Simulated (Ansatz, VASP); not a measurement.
Sn in VASP and in Ansatz

```
Sn
1.0
    -1.77940    1.77563    2.20655
     1.77940   -1.77563    2.20655
     1.77940    1.77563   -2.20655
Sn
1
Direct
  0.00000 0.00000 0.00000
```

Alike in both runs: functional PBE; k mesh 14 × 14 × 14; occupations gaussian, width 0.1 eV; no spin polarisation.

Ansatz relaxed the structure, and its values are those at the end. VASP's run is a single point on that final structure, the one shown.

```csv
,VASP,Ansatz
version,VASP 6.6.1,Ansatz 0.2.0
potentials or method,"VASP PAW PBE potentials, release 64 (Sn_d), cutoff 520 eV","scalar-relativistic, plane waves, PAW"
valence electrons in the cell,14,14
```

|  | VASP | Ansatz | Ansatz less VASP |
| --- | --- | --- | --- |
| gap on the k mesh at the Fermi level (eV) | none | none | - |
| pressure (GPa) | 0.1 | 0.1 | -0.03 |

A gap of «none» marks a metal or a gap that the smearing closes.
